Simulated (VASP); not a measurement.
# Sn in VASP: a series of runs

The runs below take Sn through single point, with PBE.

All numbers are computed with VASP 6.6.1; they aren't measurements. Logs are shortened: lines on timing, memory, paths and dates and some standing lists are left out, and cuts for length are marked.

**1. The cell of the first run**

The typed cell holds 1 atom: a = 3.556 Å, b = 3.347 Å, c = 3.347 Å, α = 64.18°, β = 57.92°, γ = 57.90°.

**2. Single point, PBE**

Input file INCAR:

```
SYSTEM = Sn
  PREC = Accurate
  ENCUT = 520
  EDIFF = 1E-6
  ISMEAR = 0
  SIGMA = 0.1
  LREAL = .FALSE.
  LASPH = .TRUE.
  NELM = 100
  ALGO = Normal
  ISIF = 2
  LWAVE = .FALSE.
  LCHARG = .FALSE.
  GGA = PE
  NBANDS = 13
```

Input file KPOINTS:

```
regular mesh
0
G
  16 16 16
  0 0 0
```

Input file POSCAR:

```
Sn
1.0
    0.0000000000      2.5142398515      2.5150408217
    2.2089427029      0.0000000000      2.5150408217
    2.2089427029      2.5142398515      0.0000000000
Sn
1
Direct
    0.5000000000      0.5000000000      0.5000000000
```

Potentials or basis: VASP PAW PBE potentials, release 64 (Sn_d).

Started as:

```sh
$ cat potpaw_PBE.64/Sn_d/POTCAR > POTCAR
$ mpirun -np 1 vasp_std > vasp.out
```

OUTCAR:

```text
SYSTEM = Sn
   PREC = Accurate
   ENCUT = 520
   EDIFF = 1E-6
   ISMEAR = 0
   LREAL = .FALSE.
   LASPH = .TRUE.
   NELM = 100
   ISIF = 2
   GGA = PE

 ion  position               nearest neighbor table
   1  0.500  0.500  0.500-

  LATTYP: Found a face centered orthorhombic cell.
 ALAT       =     4.4178854058
 B/A-ratio  =     1.1382096277
 C/A-ratio  =     1.1385722311

  Lattice vectors:

 A1 = (   0.0000000000,   2.5142398515,   2.5150408217)
 A2 = (   2.2089427029,   0.0000000000,   2.5150408217)
 A3 = (   2.2089427029,   2.5142398515,   0.0000000000)

Analysis of symmetry for initial positions (statically):
=====================================================================
 Subroutine PRICEL returns:
 Original cell was already a primitive cell.

 Routine SETGRP: Setting up the symmetry group for a
 face centered orthorhombic supercell.

 Subroutine GETGRP returns: Found  8 space group operations
 (whereof  8 operations were pure point group operations)
 out of a pool of  8 trial point group operations.

The static configuration has the point symmetry D_2h.

Analysis of symmetry for dynamics (positions and initial velocities):
=====================================================================
 Subroutine PRICEL returns:
 Original cell was already a primitive cell.

 Routine SETGRP: Setting up the symmetry group for a
 face centered orthorhombic supercell.

 Subroutine GETGRP returns: Found  8 space group operations
 (whereof  8 operations were pure point group operations)
 out of a pool of  8 trial point group operations.

The dynamic configuration has the point symmetry D_2h.

 Subroutine INISYM returns: Found  8 space group operations
 (whereof  8 operations are pure point group operations),
 and found     1 'primitive' translations

----------------------------------------------------------------------------------------

                                     Primitive cell

  volume of cell :      27.9361

  direct lattice vectors                    reciprocal lattice vectors
     0.000000000  2.514239852  2.515040822    -0.226352634  0.198867264  0.198803930
     2.208942703  0.000000000  2.515040822     0.226352634 -0.198867264  0.198803930
     2.208942703  2.514239852  0.000000000     0.226352634  0.198867264 -0.198803930

  length of vectors
     3.556238514  3.347365860  3.346764093     0.360980202  0.360980202  0.360980202

  position of ions in fractional coordinates (direct lattice)
     0.500000000  0.500000000  0.500000000

  ion indices of the primitive-cell ions
[... 77 lines left out ...]
   NSW    =      0    number of steps for IOM
   IBRION =     -1    ionic relax: 0-MD 1-quasi-New 2-CG
   NFREE  =      0    steps in history (QN), initial steepest desc. (CG)
   ISIF   =      2    stress and relaxation
   ISYM   =      2    0-nonsym 1-usesym 2-fastsym
   POTIM  = 0.5000    time-step for ionic-motion
   TEBEG  =    0.0;   TEEND  =   0.0 temperature during run
   PSTRESS=    0.0 pullay stress
   NELECT =      14.0000    total number of electrons
   NUPDOWN=      -1.0000    fix difference up-down
   EMIN   =  10.00;   EMAX   =-10.00  energy-range for DOS
   EFERMI =   0.00;   METHOD = LEGACY
   ISMEAR =     0;   SIGMA  =   0.10  broadening in eV -4-tet -1-fermi 0-gaus
   EFERMI_NEDOS =   21; number of points for ismear=-14 and -15
   IALGO  =     38    algorithm
   IMIX   =      4    mixing-type and parameters
     AMIX     =   0.40;   BMIX     =  1.00
     AMIX_MAG =   1.60;   BMIX_MAG =  1.00
  volume/ion in A,a.u.               =      27.94       188.52
  Fermi-wavevector in a.u.,A,eV,Ry     =   1.300356  2.457316 23.006425  1.690925
  Thomas-Fermi vector in A             =   2.431560
   LORBIT       =      0    0 simple, 1 ext, 2 COOP (PROOUT), +10 PAW based schemes
   GGA     = PE    functional components
   LHFCALC =     F    Hartree Fock is set to
   AEXX    =    0.0000 exact exchange contribution
   IVDW    =     0    specifies the selected vdW correction
   LEPSILON=     F    determine dielectric tensor
   LRPA    =     F    only Hartree local field effects (RPA)
 non-spin polarized calculation
 Gauss-broadening in eV      SIGMA  =   0.10
  energy-cutoff  :      520.00
  volume of cell :       27.94
 maximum number of plane-waves:       772
   NGX = 13   NGY = 13   NGZ = 13

 number of electron      14.0000002 magnetization

 Free energy of the ion-electron system (eV)
  ---------------------------------------------------
  ext. energy  EPLUGINS =         0.00000000
  ---------------------------------------------------
  free energy    TOTEN  =        -3.78801135 eV

  energy without entropy =       -3.78542869  energy(sigma->0) =       -3.78672002

 E-fermi :   7.7726     XC(G=0): -10.2359

 val. band max:        7.7723069819   @ k =   0.4375  -0.3125   0.1875
 cond. band min:       7.7895087752   @ k =  -0.4375   0.2500   0.3125
 fundamental gap:      0.0172017933
 Fermi energy:         7.7725535079

 k-point     1 :       0.0000    0.0000    0.0000
  band No.  band energies     occupation
      1     -13.7663      2.00000
      2     -13.7661      2.00000
      3     -13.7178      2.00000
      4     -13.7006      2.00000
      5     -13.6409      2.00000
      6      -3.1285      2.00000
      7      15.1649      0.00000
      8      15.4088      0.00000
      9      15.4094      0.00000
     10      18.5774      0.00000
     11      19.4582      0.00000
     12      19.4599      0.00000
     13      20.0159      0.00000
[... 354 lines left out ...]
  band No.  band energies     occupation
      1     -13.7621      2.00000
      2     -13.7550      2.00000
      3     -13.7118      2.00000
      4     -13.7013      2.00000
      5     -13.6447      2.00000
      6      -2.9080      2.00000
      7      13.5638      0.00000
      8      14.2509      0.00000
      9      15.3125      0.00000
     10      17.8710      0.00000
     11      19.8941      0.00000
     12      20.0021      0.00000
     13      20.5224      0.00000

 [... further k-points ...]
[... 5 lines left out ...]
  --------------------------------------------------------------------------------------
  -------------------------------------------------------------------------------------
  Total       -0.0162304     -0.0093916     -0.0114426      0.0000000      0.0000000      0.0000000
  in kB       -0.9308393     -0.5386224     -0.6562515      0.0000000      0.0000000      0.0000000
  external PRESSURE =      -0.7085711 kB  Pullay stress =       0.0000000 kB

 VOLUME and BASIS-vectors are now :
 -----------------------------------------------------------------------------
  energy-cutoff  :      520.00
  volume of cell :       27.94
      direct lattice vectors                 reciprocal lattice vectors
     0.000000000  2.514239852  2.515040822    -0.226352634  0.198867264  0.198803930
     2.208942703  0.000000000  2.515040822     0.226352634 -0.198867264  0.198803930
     2.208942703  2.514239852  0.000000000     0.226352634  0.198867264 -0.198803930

 POSITION                                       TOTAL-FORCE (eV/Angst)
 -----------------------------------------------------------------------------------
      2.20894      2.51424      2.51504         0.000000      0.000000      0.000000
 -----------------------------------------------------------------------------------
    total drift:                                0.000000      0.000000      0.000000

  FREE ENERGIE OF THE ION-ELECTRON SYSTEM (eV)
  ---------------------------------------------------
  free  energy   TOTEN  =        -3.7880113491 eV

  energy  without entropy=       -3.7854286869  energy(sigma->0) =       -3.78672002
```

OSZICAR:

```text
N       E                     dE             d eps       ncg     rms          rms(c)
DAV:   1     0.810562996022E+02    0.81056E+02   -0.75802E+03 16511   0.165E+03
DAV:   2     0.183098254975E+01   -0.79225E+02   -0.76221E+02 17009   0.334E+02
DAV:   3    -0.368798548989E+01   -0.55190E+01   -0.54966E+01 19277   0.729E+01
DAV:   4    -0.379625958765E+01   -0.10827E+00   -0.10825E+00 19542   0.110E+01
DAV:   5    -0.379959147399E+01   -0.33319E-02   -0.33318E-02 20165   0.196E+00    0.125E+00
DAV:   6    -0.379092767411E+01    0.86638E-02   -0.10012E-02 20806   0.165E+00    0.692E-01
DAV:   7    -0.378811738142E+01    0.28103E-02   -0.59764E-03 20799   0.125E+00    0.954E-02
DAV:   8    -0.378800710907E+01    0.11027E-03   -0.55864E-04 19816   0.384E-01    0.209E-02
DAV:   9    -0.378801084665E+01   -0.37376E-05   -0.97007E-06 20280   0.320E-02    0.126E-02
DAV:  10    -0.378801134914E+01   -0.50249E-06   -0.10059E-06 14608   0.107E-02
   1 F= -.37880113E+01 E0= -.37867200E+01  d E =-.258266E-02
```

Wall time 74 s (1 thread of Intel Xeon 6975P-C (Granite Rapids), shared host); peak memory 0.32 GiB.

What came out:

* Free energy: -3.7880 eV
* Pressure: -0.1 GPa
* Band gap on the k mesh: zero (band 7 reaches 15.16 eV, above the bottom of band 8 at 5.63 eV)

Levels at points of the mesh, in eV from the Fermi level:
```csv
k point,band 4,band 5,band 6,band 7,band 8,band 9,band 10,band 11
"(0.00, 0.00, 0.00)",-21.47,-21.41,-10.90,7.39,7.64,7.64,10.80,11.69
"(0.50, 0.00, 0.00)",-21.39,-21.36,-6.68,-4.43,4.68,6.20,9.12,9.53
"(0.50, 0.50, 0.00)",-21.39,-21.34,-5.47,-3.83,2.33,3.15,6.08,6.37
"(0.50, 0.00, 0.50)",-21.39,-21.34,-5.47,-3.82,2.32,3.14,6.07,6.36
"(0.00, 0.50, 0.50)",-21.35,-21.35,-3.70,-2.60,1.03,1.03,4.27,4.95
```

Caveat: spin-orbit coupling is left out, which moves the levels of the heavy elements.

**3. Single point, PBE**

This run uses another cell than the first one: it holds 4 atoms, not 1.

Input file INCAR:

```
SYSTEM = Sn
ALGO = Normal
EDIFF = 1E-7
ENCUT = 520
GGA = PE
ISIF = 2
ISMEAR = 0
LASPH = .True.
LCHARG = .True.
LELF = .True.
LREAL = .False.
LVHAR = .True.
LWAVE = .False.
NBANDS = 36
NELM = 100
PREC = Accurate
SIGMA = 0.1
```

Input file KPOINTS:

```
k-points
0
Gamma
  4 4 2
  0 0 0
```

Input file POSCAR:

```
Sn
1.0
    2.6217429819     -2.4627225216      0.0000000000
    2.6217429819      2.4627225216      0.0000000000
    0.0000000000      0.0000000000      8.4276824108
Sn
4
Direct
    0.7497055655      0.2502944345      0.1270292363
    0.7502944345      0.2497055655      0.6270292363
    0.2502944345      0.7497055655      0.8729707637
    0.2497055655      0.7502944345      0.3729707637
```

Potentials or basis: VASP PAW PBE potentials, release 64 (Sn_d).

Started as:

```sh
$ cat potpaw_PBE.64/Sn_d/POTCAR > POTCAR
$ mpirun -np 1 vasp_std > vasp.out
```

OUTCAR:

```text
SYSTEM = Sn
   EDIFF = 1E-7
   ENCUT = 520
   GGA = PE
   ISIF = 2
   ISMEAR = 0
   LASPH = .True.
   LREAL = .False.
   NELM = 100
   PREC = Accurate

 ion  position               nearest neighbor table
   1  0.750  0.250  0.127-   4 3.22   4 3.22   3 3.26   3 3.27   4 3.34   4 3.34   3 3.38   3 3.38

   2  0.750  0.250  0.627-   3 3.22   3 3.22   4 3.26   4 3.27   3 3.34   3 3.34   4 3.38   4 3.38

   3  0.250  0.750  0.873-   2 3.22   2 3.22   1 3.26   1 3.27   2 3.34   2 3.34   1 3.38   1 3.38

   4  0.250  0.750  0.373-   1 3.22   1 3.22   2 3.26   2 3.27   1 3.34   1 3.34   2 3.38   2 3.38

  LATTYP: Found a base centered orthorhombic cell.
 ALAT       =     4.9254450432
 B/A-ratio  =     1.0645710018
 C/A-ratio  =     1.7110499329

  Lattice vectors:

 A1 = (  -2.6217429819,  -2.4627225216,   0.0000000000)
 A2 = (   2.6217429819,  -2.4627225216,   0.0000000000)
 A3 = (   0.0000000000,   0.0000000000,   8.4276824108)

Analysis of symmetry for initial positions (statically):
=====================================================================
 Subroutine PRICEL returns:
 Original cell was already a primitive cell.

 Routine SETGRP: Setting up the symmetry group for a
 base centered orthorhombic supercell.

 Subroutine GETGRP returns: Found  8 space group operations
 (whereof  4 operations were pure point group operations)
 out of a pool of  8 trial point group operations.

The static configuration has the point symmetry C_2h.
 The point group associated with its full space group is D_2h.

Analysis of symmetry for dynamics (positions and initial velocities):
=====================================================================
 Subroutine PRICEL returns:
 Original cell was already a primitive cell.

[... 116 lines left out ...]
   ISMEAR =     0;   SIGMA  =   0.10  broadening in eV -4-tet -1-fermi 0-gaus
   EFERMI_NEDOS =   21; number of points for ismear=-14 and -15
   IALGO  =     38    algorithm
   IMIX   =      4    mixing-type and parameters
     AMIX     =   0.40;   BMIX     =  1.00
     AMIX_MAG =   1.60;   BMIX_MAG =  1.00
  volume/ion in A,a.u.               =      27.21       183.60
  Fermi-wavevector in a.u.,A,eV,Ry     =   1.311866  2.479068 23.415535  1.720993
  Thomas-Fermi vector in A             =   2.442298
   LORBIT       =      0    0 simple, 1 ext, 2 COOP (PROOUT), +10 PAW based schemes
   GGA     = PE    functional components
   LHFCALC =     F    Hartree Fock is set to
   AEXX    =    0.0000 exact exchange contribution
   IVDW    =     0    specifies the selected vdW correction
   LEPSILON=     F    determine dielectric tensor
   LRPA    =     F    only Hartree local field effects (RPA)
 non-spin polarized calculation
 Gauss-broadening in eV      SIGMA  =   0.10
  energy-cutoff  :      520.00
  volume of cell :      108.83
 maximum number of plane-waves:      2946
 NGX is ok and might be reduce to    28

 number of electron      56.0000000 magnetization

 Free energy of the ion-electron system (eV)
  ---------------------------------------------------
  ext. energy  EPLUGINS =         0.00000000
  ---------------------------------------------------
  free energy    TOTEN  =       -15.31356585 eV

  energy without entropy =      -15.30794107  energy(sigma->0) =      -15.31075346

 E-fermi :   8.1484     XC(G=0): -10.3653

 val. band max:        7.9806246171   @ k =   0.2500   0.2500   0.0000
 cond. band min:       8.1695772413   @ k =   0.2500   0.2500   0.0000
 fundamental gap:      0.1889526242
 Fermi energy:         8.1483803025

 k-point     1 :       0.0000    0.0000    0.0000
  band No.  band energies     occupation
      1     -13.5433      2.00000
      2     -13.5433      2.00000
      3     -13.5188      2.00000
      4     -13.4824      2.00000
      5     -13.4813      2.00000
      6     -13.4738      2.00000
[... 535 lines left out ...]
     35       9.4652      0.00000
     36       9.4652      0.00000

------------------------ aborting loop because EDIFF is reached ----------------------------------------

  FORCE on cell =-STRESS in cart. coord.  units (eV):
  Direction    XX          YY          ZZ          XY          YZ          ZX
  --------------------------------------------------------------------------------------
  -------------------------------------------------------------------------------------
  Total        0.0173028     -0.1661994     -0.0010040      0.0000000      0.0000000      0.0000000
  in kB        0.2547321     -2.4467879     -0.0147809      0.0000000      0.0000000      0.0000000
  external PRESSURE =      -0.7356123 kB  Pullay stress =       0.0000000 kB

 VOLUME and BASIS-vectors are now :
 -----------------------------------------------------------------------------
  energy-cutoff  :      520.00
  volume of cell :      108.83
      direct lattice vectors                 reciprocal lattice vectors
     2.621742982 -2.462722522  0.000000000     0.190712821 -0.203027339  0.000000000
     2.621742982  2.462722522  0.000000000     0.190712821  0.203027339  0.000000000
     0.000000000  0.000000000  8.427682411     0.000000000  0.000000000  0.118656583

 POSITION                                       TOTAL-FORCE (eV/Angst)
 -----------------------------------------------------------------------------------
      2.62174     -1.22991      1.07056         0.000000     -0.001685     -0.022277
      2.62174     -1.23281      5.28440         0.000000      0.001685     -0.022277
      2.62174      1.22991      7.35712         0.000000      0.001685      0.022277
      2.62174      1.23281      3.14328         0.000000     -0.001685      0.022277
 -----------------------------------------------------------------------------------
    total drift:                                0.000000     -0.000000      0.000000

  FREE ENERGIE OF THE ION-ELECTRON SYSTEM (eV)
  ---------------------------------------------------
  free  energy   TOTEN  =       -15.3135658510 eV

  energy  without entropy=      -15.3079410650  energy(sigma->0) =      -15.31075346
```

stdout:

```text
POSCAR found type information on POSCAR Sn
 POSCAR found :  1 types and       4 ions
 scaLAPACK will be used
 LDA part: xc-table for (Slater+PW92), standard interpolation
 POSCAR, INCAR and KPOINTS ok, starting setup
 FFT: planning ... GRIDC
 FFT: planning ... GRID_SOFT
 FFT: planning ... GRID
 WAVECAR not read
 entering main loop
```

Wall time 21 s (1 thread of Intel Xeon 6975P-C (Granite Rapids), shared host); peak memory 0.21 GiB.

Results:

```yaml
Free_energy: -15.3136 eV
Pressure: -0.1 GPa
Largest_force: 0.022 eV/Å
Band_gap_on_the_k_mesh: zero (band 28 reaches 10.81 eV, above the bottom of band 29 at 6.55 eV)
```

Forces in eV/Å, atoms in the order of the input:
```
Sn   0.000 -0.002 -0.022
Sn   0.000  0.002 -0.022
Sn   0.000  0.002  0.022
Sn   0.000 -0.002  0.022
```

Levels at points of the mesh, in eV from the Fermi level:
```csv
k point,band 25,band 26,band 27,band 28,band 29,band 30,band 31,band 32
"(0.00, 0.00, 0.00)",-2.27,0.29,0.81,2.66,2.87,3.06,3.13,3.15
"(0.50, 0.00, 0.00)",-4.61,-4.61,0.91,0.91,1.07,1.07,3.57,3.57
"(0.50, 0.50, 0.00)",-4.34,-3.95,-2.03,-1.84,-1.59,-1.40,-0.88,-0.85
"(0.00, 0.00, 0.50)",0.71,0.71,0.92,0.92,1.41,1.41,5.03,5.03
"(0.50, 0.00, 0.50)",-2.62,-2.62,-2.62,-2.62,3.69,3.69,3.69,3.69
"(0.50, 0.50, 0.50)",-3.72,-3.72,-3.32,-3.32,0.08,0.08,0.85,0.85
```

Caveat: the k points lie up to 0.44 Å⁻¹ apart; spin-orbit coupling is left out, which moves the levels of the heavy elements.

(Part 1 of 2 ends here.)
